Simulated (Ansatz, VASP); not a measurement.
## PtS2 in VASP and in Ansatz

```xyz
3
Lattice="3.5526 0.0000 0.0000 -1.7763 3.0767 0.0000 0.0000 0.0000 5.1228" Properties=species:S:1:pos:R:3 pbc="T T T"
Pt    0.0000    0.0000    0.0000
S     0.0000    2.0511    1.2257
S     1.7763    1.0256    3.8972
```

Alike in both runs: task single point; functional HSE06; k mesh 6 × 6 × 2; no spin polarisation.

|  | VASP | Ansatz |
| --- | --- | --- |
| version | VASP 6.6.1 | Ansatz 0.2.0 |
| potentials or method | VASP PAW PBE potentials, release 64 (Pt, S) | plane waves, PAW |
| plane-wave cutoff (eV) | 520 | 420 |
| occupations | gaussian, width 0.01 eV | fixed |
| valence electrons in the cell | 22 | 30 |

```csv
,VASP,Ansatz,Ansatz less VASP
gap on the k mesh at the Fermi level (eV),1.42,1.45,+0.027
pressure (GPa),-1.4,-0.9,+0.47
"traceless stress, the component that is largest in VASP (GPa)",0.90,0.89,-0.011
rms of the force components (eV/Å),0.188,0.174,-0.0136
```

Atom by atom the forces differ by 0.014 eV/Å (rms over components). VASP's potentials hold 22 valence electrons a cell and Ansatz's 30, so a difference there can come from the potentials and not from the codes. Ansatz's warnings: stress exchange threshold loose, stress scf threshold loose.

The k mesh is coarse, so the values compare programs but aren't converged. Neither program's run includes spin-orbit coupling.
